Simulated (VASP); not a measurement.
# AlO2 (P4mm) in VASP: a series of runs, part 2 of 2

VASP 6.6.1. Earlier steps stand in the parts before.

**3. Relaxation of cell and atoms, PBE, collinear spin, ferromagnetic start**

Input file INCAR:

```
ALGO     = Normal         # electronic algorithm
EDIFF    = 1E-7           # SCF threshold, eV
EDIFFG   = -0.04          # ionic threshold
ENCUT    = 600            # plane-wave cutoff, eV
GGA      = PE             # functional
IBRION   = 2              # ionic algorithm
ISIF     = 3              # what is computed and relaxed
ISMEAR   = 0              # smearing method
ISPIN    = 2              # spin polarisation
LASPH    = T              # aspherical terms in the spheres
LCHARG   = F              # write CHGCAR
LORBIT   = 11             # projections on sites
LREAL    = F              # projectors in reciprocal space
LWAVE    = F              # write WAVECAR
MAGMOM   = 0 1 1          # initial moments
NELM     = 150            # most SCF steps
NSW      = 90             # ionic steps
PREC     = Accurate       # precision mode
SIGMA    = 0.1            # smearing width, eV
```

Input file KPOINTS:

```
k-points
0
Gamma
  6 6 4
```

Input file POSCAR:

```
AlO2
1.0
    2.5985980200      0.0000000000      0.0000000000
    0.0000000000      2.5985980200      0.0000000000
    0.0000000000      0.0000000000      4.9841482900
Al O
1 2
Direct
    0.0000000000      0.0000000000      0.5905896600
    0.0000000000      0.0000000000      0.9080660400
    0.5000000000      0.5000000000      0.6706403100
```

Potentials or basis: VASP PAW PBE potentials, release 64 (Al, O).

The run is started by

```sh
$ cat potpaw_PBE.64/Al/POTCAR potpaw_PBE.64/O/POTCAR > POTCAR
$ mpirun -np 1 vasp_std > vasp.out
```

OUTCAR:

```text
EDIFF = 1E-7
   EDIFFG = -0.04
   ENCUT = 600
   GGA = PE
   IBRION = 2
   ISIF = 3
   ISMEAR = 0
   ISPIN = 2
   LASPH = T
   LORBIT = 11
   LREAL = F
   NELM = 150
   NSW = 90
   PREC = Accurate

 ion  position               nearest neighbor table
   1  0.000  0.000  0.591-   2 1.58   3 1.88   3 1.88   3 1.88   3 1.88
   2  0.000  0.000  0.908-   1 1.58
   3  0.500  0.500  0.671-   1 1.88   1 1.88   1 1.88   1 1.88

  LATTYP: Found a simple tetragonal cell.
 ALAT       =     2.5985980200
 C/A-ratio  =     1.9180143491

  Lattice vectors:

 A1 = (   2.5985980200,   0.0000000000,   0.0000000000)
 A2 = (   0.0000000000,   2.5985980200,   0.0000000000)
 A3 = (   0.0000000000,   0.0000000000,   4.9841482900)

Analysis of symmetry for initial positions (statically):
=====================================================================
 Subroutine PRICEL returns:
 Original cell was already a primitive cell.

 Routine SETGRP: Setting up the symmetry group for a
 simple tetragonal supercell.

 Subroutine GETGRP returns: Found  8 space group operations
 (whereof  8 operations were pure point group operations)
 out of a pool of 16 trial point group operations.

The static configuration has the point symmetry C_4v.

[... 188 lines left out ...]
  external PRESSURE =     414.8233508 kB  Pullay stress =       0.0000000 kB
[... 1553 lines left out ...]
      1     -16.1702      1.00000
      2     -13.5031      1.00000
      3      -5.5026      1.00000
      4      -1.3565      1.00000
      5      -0.9351      1.00000
      6       0.3762      1.00000
      7       1.5468      1.00000
      8       3.1890      0.00000
      9       8.2143      0.00000
     10       8.3945      0.00000
     11      11.5918      0.00000
     12      14.9039      0.00000

 [... further k-points ...]

[... ionic steps 4 to 21 ...]

--------------------------------------- Ionic step       22  -------------------------------------------

 number of electron      14.9999995 magnetization       0.9999999

------------------------ aborting loop because EDIFF is reached ----------------------------------------
[... 69 lines left out ...]
--------------------------------------- Ionic step       24  -------------------------------------------

 number of electron      14.9999995 magnetization       0.9999999

 Free energy of the ion-electron system (eV)
  ---------------------------------------------------
  ext. energy  EPLUGINS =         0.00000000
  ---------------------------------------------------
  free energy    TOTEN  =       -19.63969851 eV

  energy without entropy =      -19.63484732  energy(sigma->0) =      -19.63727291

 E-fermi :   4.8116     XC(G=0): -11.1636

 val. band max:        4.7337851647   @ k =   0.5000   0.1667   0.5000
 cond. band min:       4.8218711498   @ k =   0.3333   0.0000   0.2500
 fundamental gap:      0.0880859851
 Fermi energy:         4.8115751347
[... 756 lines left out ...]
  FREE ENERGIE OF THE ION-ELECTRON SYSTEM (eV)
  ---------------------------------------------------
  free  energy   TOTEN  =       -19.6396985065 eV

  energy  without entropy=      -19.6348473215  energy(sigma->0) =      -19.63727291

 reached required accuracy - stopping structural energy minimisation

 total charge

# of ion       s       p       d       tot
------------------------------------------
    1        0.299   0.389   0.000   0.688
    2        1.579   3.355   0.000   4.934
    3        1.547   3.579   0.000   5.126
--------------------------------------------------
tot          3.425   7.323   0.000  10.748

 magnetization (x)

# of ion       s       p       d       tot
------------------------------------------
    1       -0.005  -0.006   0.000  -0.011
    2        0.010   0.699   0.000   0.709
    3        0.002   0.149   0.000   0.151
--------------------------------------------------
tot          0.007   0.842   0.000   0.849
```

OSZICAR:

```text
N       E                     dE             d eps       ncg     rms          rms(c)
DAV:   1     0.652574469063E+02    0.65257E+02   -0.79111E+03  1448   0.121E+03
DAV:   2    -0.139233045443E+02   -0.79181E+02   -0.71760E+02  1752   0.248E+02
[... 293 lines left out ...]
DAV:   4    -0.196397044580E+02    0.50867E-05   -0.42896E-05  1748   0.711E-02    0.149E-02
DAV:   5    -0.196397007391E+02    0.37189E-05   -0.26462E-05  1632   0.465E-02    0.136E-02
DAV:   6    -0.196396988290E+02    0.19101E-05   -0.52149E-06  1756   0.236E-02    0.322E-03
DAV:   7    -0.196396986986E+02    0.13037E-06   -0.89752E-07  1532   0.854E-03    0.117E-03
DAV:   8    -0.196396985671E+02    0.13147E-06   -0.44489E-08   740   0.244E-03    0.655E-04
DAV:   9    -0.196396985065E+02    0.60637E-07   -0.10705E-08   720   0.107E-03
  24 F= -.19639699E+02 E0= -.19637273E+02  d E =-.285980E-02  mag=     1.0000
```

CONTCAR:

```text
AlO2
   1.00000000000000
     2.7373896450044612   -0.0000000000000000   -0.0000000000000000
    -0.0000000000000000    2.7373896450044612   -0.0000000000000000
    -0.0000000000000000    0.0000000000000000    3.7095216493935652
  Al              O
     1     2
Direct
     0.0000000000000000    0.0000000000000000    0.5563845719596948
     0.0000000000000000    0.0000000000000000    0.0563697021193452
     0.5000000000000000    0.5000000000000000    0.5565417359209635

  0.00000000E+00  0.00000000E+00  0.00000000E+00
  0.00000000E+00  0.00000000E+00  0.00000000E+00
  0.00000000E+00  0.00000000E+00  0.00000000E+00
```

Wall time 7.2 min (1 thread of AMD EPYC 7R13 (Zen 3), shared host); peak memory 0.16 GiB.

Results:

| Property | Result |
| --- | --- |
| Free energy | -19.6397 eV |
| Relaxed volume | 9.27 Å³/atom |
| Relaxed cell | a = 2.737 Å, b = 2.737 Å, c = 3.710 Å, α = 90.00°, β = 90.00°, γ = 90.00° |
| Space group after relaxing (to 0.1 Å) | P4/mmm (No. 123) |
| Energy gained by relaxing | 1673.4 meV/atom |
| Ionic steps | 24 |
| Pressure after relaxing | 0.0 GPa |
| Largest force after relaxing | 0.006 eV/Å |
| Band gap on the k mesh | zero (filled and empty bands overlap) |
| Net moment | 1.00 μB per cell |
| Site moments | Al -0.01; O +0.71, +0.15 μB |
| Valence electrons inside the program's atomic spheres | Al 0.69; O 4.93, 5.13 |

Forces on the atoms (eV/Å):
```
Al   0.000  0.000  0.000
O    0.000  0.000  0.005
O    0.000  0.000 -0.006
```

The path:
| step | energy change (eV) | largest force (eV/Å) | pressure (GPa) | volume (Å³) |
| --- | --- | --- | --- | --- |
| 1 | 0.0000 | 10.2143 | 41.48 | 33.66 |
| 2 | -0.8354 | 2.5391 | -21.89 | 49.87 |
| 3 | -1.9602 | 4.3806 | -11.35 | 40.31 |
| 4 | -1.9750 | 4.3637 | -10.03 | 39.88 |
| 5 | -3.5297 | 2.1608 | -15.93 | 39.43 |
| 6 | -3.7298 | 0.4725 | -17.03 | 39.16 |
| 7 | -4.1721 | 2.0932 | 4.58 | 31.99 |
| 8 | -4.1813 | 1.8560 | 1.02 | 32.75 |
| 9 | -4.1417 | 0.9605 | 2.12 | 31.02 |
| 10 | -4.2461 | 0.3814 | 0.37 | 32.03 |
| 11 | -4.3050 | 0.3292 | -2.44 | 31.87 |
| 12 | -4.4829 | 0.7931 | -9.22 | 31.31 |
| 13 | -4.8350 | 1.3600 | -11.03 | 29.75 |
| 14 | -4.8502 | 1.3713 | -8.80 | 29.42 |
| 15 | -4.8507 | 1.3736 | -8.37 | 29.36 |
| 16 | -4.8754 | 1.2957 | -7.43 | 29.17 |
| 17 | -4.9345 | 1.0539 | -4.32 | 28.59 |
| 18 | -4.9764 | 1.0175 | 3.29 | 27.46 |
| 19 | -4.9772 | 0.9301 | 2.23 | 27.60 |
| 20 | -4.9953 | 0.6306 | 2.08 | 27.58 |
| 21 | -5.0171 | 0.1883 | 2.00 | 27.53 |
| 22 | -5.0172 | 0.2122 | 2.02 | 27.52 |
| 23 | -5.0197 | 0.0723 | 0.71 | 27.70 |
| 24 | -5.0201 | 0.0056 | -0.03 | 27.80 |

Final structure:
```yaml
crystal:
  lattice:
    - [2.73739, 0.00000, 0.00000]
    - [0.00000, 2.73739, 0.00000]
    - [0.00000, 0.00000, 3.70952]
  atoms:
    - { symbol: Al, position: [0.00000, 0.00000, 0.55638] }
    - { symbol: O, position: [0.00000, 0.00000, 0.05637] }
    - { symbol: O, position: [0.50000, 0.50000, 0.55654] }
```

Caveat: the k points lie up to 0.42 Å⁻¹ apart in the final cell, too coarse for converged energies and pressures of a metal; the volume moved by over 15 % at a fixed basis, so the end points are rough.
